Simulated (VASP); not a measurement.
# Cr (Im-3m) in VASP: further runs

Runs on Cr. Level: LDA. Tasks: single point.

Everything below comes from runs of VASP 6.6.1. Logs are shortened: lines on timing, memory, paths and dates and some standing lists are left out, and cuts for length are marked.

### Step 1. The cell of the first run

The structure is cubic, space group Im-3m (No. 229). Conventional cell: a = 2.788 Å, b = 2.788 Å, c = 2.788 Å, α = 90.00°, β = 90.00°, γ = 90.00°. Cr (site symmetry m-3m) has 14 Cr at 2.41 to 2.79 Å within 3.2 Å.

### Step 2. Single point, LDA

Input file INCAR:

```
SYSTEM = Cr
PREC = Accurate
ENCUT = 500
EDIFF = 1E-6
ISMEAR = 0
SIGMA = 0.3
LREAL = .FALSE.
LASPH = .TRUE.
NELM = 120
ALGO = Normal
ISIF = 2
LWAVE = .FALSE.
LCHARG = .FALSE.
NBANDS = 12
GGA_COMPAT = .FALSE.
```

Input file KPOINTS:

```
regular mesh
0
G
  16 16 16
  0 0 0
```

Input file POSCAR:

```
Cr
1.0
   -1.3942485114      1.3942485114      1.3942485114
    1.3942485114     -1.3942485114      1.3942485114
    1.3942485114      1.3942485114     -1.3942485114
Cr
1
Direct
    0.0000000000      0.0000000000      0.0000000000
```

Potentials or basis: VASP PAW LDA potentials, release 64 (Cr_pv).

On the command line:

```console
$ cat potpaw_LDA.64/Cr_pv/POTCAR > POTCAR
$ mpirun -np 1 vasp_std > vasp.out
```

OUTCAR:

```text
SYSTEM = Cr
   PREC = Accurate
   ENCUT = 500
   EDIFF = 1E-6
   ISMEAR = 0
   LREAL = .FALSE.
   LASPH = .TRUE.
   NELM = 120
   ISIF = 2

 ion  position               nearest neighbor table
   1  0.000  0.000  0.000-

  LATTYP: Found a body centered cubic cell.
 ALAT       =     2.7884970228

  Lattice vectors:

 A1 = (  -1.3942485114,   1.3942485114,   1.3942485114)
 A2 = (   1.3942485114,  -1.3942485114,   1.3942485114)
 A3 = (   1.3942485114,   1.3942485114,  -1.3942485114)

Analysis of symmetry for initial positions (statically):
=====================================================================
 Subroutine PRICEL returns:
 Original cell was already a primitive cell.

 Routine SETGRP: Setting up the symmetry group for a
 body centered cubic supercell.

 Subroutine GETGRP returns: Found 48 space group operations
 (whereof 48 operations were pure point group operations)
 out of a pool of 48 trial point group operations.

The static configuration has the point symmetry O_h .

Analysis of symmetry for dynamics (positions and initial velocities):
=====================================================================
 Subroutine PRICEL returns:
 Original cell was already a primitive cell.

 Routine SETGRP: Setting up the symmetry group for a
 body centered cubic supercell.

 Subroutine GETGRP returns: Found 48 space group operations
 (whereof 48 operations were pure point group operations)
 out of a pool of 48 trial point group operations.

The dynamic configuration has the point symmetry O_h .

 Subroutine INISYM returns: Found 48 space group operations
 (whereof 48 operations are pure point group operations),
 and found     1 'primitive' translations

----------------------------------------------------------------------------------------

                                     Primitive cell

  volume of cell :      10.8413

  direct lattice vectors                    reciprocal lattice vectors
    -1.394248511  1.394248511  1.394248511     0.000000000  0.358616126  0.358616126
     1.394248511 -1.394248511  1.394248511     0.358616126  0.000000000  0.358616126
     1.394248511  1.394248511 -1.394248511     0.358616126  0.358616126  0.000000000

  length of vectors
     2.414909260  2.414909260  2.414909260     0.507159789  0.507159789  0.507159789

  position of ions in fractional coordinates (direct lattice)
     0.000000000  0.000000000  0.000000000

  ion indices of the primitive-cell ions
   primitive index   ion index
                 1           1

----------------------------------------------------------------------------------------

 KPOINTS: regular mesh

Automatic generation of k-mesh.
 Grid dimensions read from file:
 generate k-points for:   16   16   16

 Generating k-lattice:

  Cartesian coordinates                     Fractional coordinates (reciprocal lattice)
     0.000000000  0.022413508  0.022413508     0.062500000  0.000000000  0.000000000
     0.022413508  0.000000000  0.022413508     0.000000000  0.062500000  0.000000000
     0.022413508  0.022413508  0.000000000     0.000000000  0.000000000  0.062500000

  Length of vectors
     0.031697487  0.031697487  0.031697487

  Shift w.r.t. Gamma in fractional coordinates (k-lattice)
     0.000000000  0.000000000  0.000000000

 Subroutine IBZKPT returns following result:
 ===========================================

 Found    145 irreducible k-points:

 Following reciprocal coordinates:
            Coordinates               Weight
  0.000000  0.000000  0.000000      1.000000
  0.062500  0.000000  0.000000     12.000000
  0.125000  0.000000  0.000000     12.000000
  0.187500  0.000000  0.000000     12.000000
  0.250000  0.000000  0.000000     12.000000
  0.312500  0.000000  0.000000     12.000000
[... 16 lines left out ...]
  0.187500  0.187500  0.000000     24.000000
  0.250000  0.187500  0.000000     48.000000
 [... further k-points ...]
   k-points           NKPTS =    145   k-points in BZ     NKDIM =    145   number of bands    NBANDS=     12
   number of dos      NEDOS =    301   number of ions     NIONS =      1
   total plane-waves  NPLWV =   5832
   dimension x,y,z NGX =    18 NGY =   18 NGZ =   18
   dimension x,y,z NGXF=    36 NGYF=   36 NGZF=   36
   ions per type =               1
   NGX,Y,Z   is equivalent  to a cutoff of  12.39, 12.39, 12.39 a.u.
   NGXF,Y,Z  is equivalent  to a cutoff of  24.78, 24.78, 24.78 a.u.
 SYSTEM =  Cr
   PREC   = accura    normal or accurate (medium, high low for compatibility)
   ISTART =      0    job   : 0-new  1-cont  2-samecut
   ICHARG =      2    charge: 1-file 2-atom 10-const
   ISPIN  =      1    spin polarized calculation?
   LNONCOLLINEAR =      F non collinear calculations
   LSORBIT =      F    spin-orbit coupling
   LASPH  =      T    aspherical Exc in radial PAW
   ENCUT  =  500.0 eV  36.75 Ry    6.06 a.u.   4.40  4.40  4.40*2*pi/ulx,y,z
   NELM   =    120;   NELMIN=  2; NELMDL= -5     # of ELM steps
   EDIFF  = 0.1E-05   stopping-criterion for ELM
   LREAL  =      F    real-space projection
   EDIFFG = 0.1E-04   stopping-criterion for IOM
   NSW    =      0    number of steps for IOM
   IBRION =     -1    ionic relax: 0-MD 1-quasi-New 2-CG
   NFREE  =      0    steps in history (QN), initial steepest desc. (CG)
   ISIF   =      2    stress and relaxation
   ISYM   =      2    0-nonsym 1-usesym 2-fastsym
   POTIM  = 0.5000    time-step for ionic-motion
   TEBEG  =    0.0;   TEEND  =   0.0 temperature during run
   PSTRESS=    0.0 pullay stress
   NELECT =      12.0000    total number of electrons
   NUPDOWN=      -1.0000    fix difference up-down
   EMIN   =  10.00;   EMAX   =-10.00  energy-range for DOS
   EFERMI =   0.00;   METHOD = LEGACY
   ISMEAR =     0;   SIGMA  =   0.30  broadening in eV -4-tet -1-fermi 0-gaus
   EFERMI_NEDOS =   21; number of points for ismear=-14 and -15
   IALGO  =     38    algorithm
   IMIX   =      4    mixing-type and parameters
     AMIX     =   0.40;   BMIX     =  1.00
     AMIX_MAG =   1.60;   BMIX_MAG =  1.00
  volume/ion in A,a.u.               =      10.84        73.16
  Fermi-wavevector in a.u.,A,eV,Ry     =   1.693460  3.200176 39.018901  2.867808
  Thomas-Fermi vector in A             =   2.774862
   LORBIT       =      0    0 simple, 1 ext, 2 COOP (PROOUT), +10 PAW based schemes
   GGA     = CA    functional components
   LHFCALC =     F    Hartree Fock is set to
   AEXX    =    0.0000 exact exchange contribution
   IVDW    =     0    specifies the selected vdW correction
   LEPSILON=     F    determine dielectric tensor
   LRPA    =     F    only Hartree local field effects (RPA)
 non-spin polarized calculation
 Gauss-broadening in eV      SIGMA  =   0.30
  energy-cutoff  :      500.00
  volume of cell :       10.84
 maximum number of plane-waves:       285
 NGX is ok and might be reduce to    18
   NGX =  9   NGY =  9   NGZ =  9

 number of electron      12.0000011 magnetization

 Free energy of the ion-electron system (eV)
  ---------------------------------------------------
  ext. energy  EPLUGINS =         0.00000000
  ---------------------------------------------------
  free energy    TOTEN  =       -10.64526392 eV

  energy without entropy =      -10.61482043  energy(sigma->0) =      -10.63004217

 E-fermi :  11.7145     XC(G=0): -14.3769

 val. band max:       11.6988133646   @ k =  -0.2500   0.2500   0.1250
 cond. band min:      11.7485527708   @ k =   0.3750   0.0625   0.0625
 fundamental gap:      0.0497394063
 Fermi energy:        11.7144723600

 k-point     1 :       0.0000    0.0000    0.0000
  band No.  band energies     occupation
      1     -30.5075      2.00000
      2     -30.5075      2.00000
      3     -30.5075      2.00000
      4       3.7269      2.00000
      5      10.7282      2.00000
      6      10.7282      2.00000
      7      10.7282      2.00000
      8      12.9075      0.00000
      9      12.9075      0.00000
     10      17.1247      0.00000
     11      34.5530      0.00000
     12      34.5530      0.00000

 k-point     2 :       0.0625    0.0000    0.0000
  band No.  band energies     occupation
      1     -30.5541      2.00000
      2     -30.5216      2.00000
      3     -30.5081      2.00000
      4       3.9091      2.00000
      5      10.6548      2.00000
      6      10.7162      2.00000
      7      10.8561      1.99995
      8      12.8245      0.00000
      9      12.9125      0.00000
     10      17.1245      0.00000
     11      34.2093      0.00000
     12      34.5209      0.00000

 k-point     3 :       0.1250    0.0000    0.0000
  band No.  band energies     occupation
      1     -30.6847      2.00000
      2     -30.5612      2.00000
      3     -30.5092      2.00000
      4       4.4334      2.00000
      5      10.4503      2.00000
      6      10.6546      2.00000
      7      11.2292      1.97783
      8      12.6469      0.00001
      9      12.9307      0.00000
     10      17.1244      0.00000
     11      33.1914      0.00000
     12      34.2617      0.00000
[... 286 lines left out ...]
 k-point    23 :       0.1875    0.1875    0.0000
  band No.  band energies     occupation
      1     -31.2921      2.00000
      2     -30.7770      2.00000
      3     -30.5899      2.00000
      4       7.3104      2.00000
      5       9.5377      2.00000
      6       9.8754      2.00000
      7      12.4092      0.00106
      8      13.3081      0.00000
      9      14.1392      0.00000
     10      17.1242      0.00000
     11      28.2860      0.00000
     12      29.1268      0.00000

 k-point    24 :       0.2500    0.1875    0.0000
  band No.  band energies     occupation
      1     -31.4076      2.00000
      2     -30.8715      2.00000
      3     -30.6048      2.00000
      4       7.8069      2.00000
      5       9.3014      2.00000
      6      10.0183      2.00000
      7      12.5590      0.00007
      8      13.4106      0.00000
      9      15.2799      0.00000
     10      17.1241      0.00000
     11      26.2918      0.00000
     12      27.9219      0.00000

 [... further k-points ...]
[... 5 lines left out ...]
  --------------------------------------------------------------------------------------
  -------------------------------------------------------------------------------------
  Total        0.0050408      0.0050408      0.0050408      0.0000000      0.0000000      0.0000000
  in kB        0.7449527      0.7449527      0.7449527      0.0000000      0.0000000      0.0000000
  external PRESSURE =       0.7449527 kB  Pullay stress =       0.0000000 kB

 VOLUME and BASIS-vectors are now :
 -----------------------------------------------------------------------------
  energy-cutoff  :      500.00
  volume of cell :       10.84
      direct lattice vectors                 reciprocal lattice vectors
    -1.394248511  1.394248511  1.394248511     0.000000000  0.358616126  0.358616126
     1.394248511 -1.394248511  1.394248511     0.358616126  0.000000000  0.358616126
     1.394248511  1.394248511 -1.394248511     0.358616126  0.358616126  0.000000000

 POSITION                                       TOTAL-FORCE (eV/Angst)
 -----------------------------------------------------------------------------------
      0.00000      0.00000      0.00000        -0.000000     -0.000000      0.000000
 -----------------------------------------------------------------------------------
    total drift:                                0.000000     -0.000000      0.000000

  FREE ENERGIE OF THE ION-ELECTRON SYSTEM (eV)
  ---------------------------------------------------
  free  energy   TOTEN  =       -10.6452639212 eV

  energy  without entropy=      -10.6148204278  energy(sigma->0) =      -10.63004217
```

It took 22 s on 1 thread of AMD EPYC 7R13, shared host; peak memory 0.09 GiB.

What came out:

| Property | Result |
| --- | --- |
| Free energy | -10.6453 eV |
| Pressure | 0.1 GPa |
| Band gap on the k mesh | zero (bands 6 and 7 overlap by 3.70 eV) |

Levels at points of the mesh, in eV from the Fermi level:
| k point | band 2 | band 3 | band 4 | band 5 | band 6 | band 7 | band 8 | band 9 | band 10 | band 11 |
| --- | --- | --- | --- | --- | --- | --- | --- | --- | --- | --- |
| (0.00, 0.00, 0.00) | -42.22 | -42.22 | -7.99 | -0.99 | -0.99 | -0.99 | 1.19 | 1.19 | 5.41 | 22.84 |
| (0.50, 0.00, 0.00) | -42.58 | -42.23 | -4.75 | -2.68 | 1.23 | 1.40 | 1.57 | 3.15 | 5.41 | 10.76 |
| (0.50, 0.50, 0.50) | -43.00 | -43.00 | -4.74 | -4.74 | 2.72 | 2.72 | 2.72 | 5.41 | 11.22 | 11.22 |

Caveat: so wide a smearing shifts energies and pressures; an empty level that is flat over the whole mesh can mark a ghost state of the potentials, or a narrow d or f band; the run has no spin polarisation, though such a crystal can be magnetic. Spin polarisation is off, so any magnetic state and its effect on volume and gap are missing.

(Continued in part 2 of 3.)
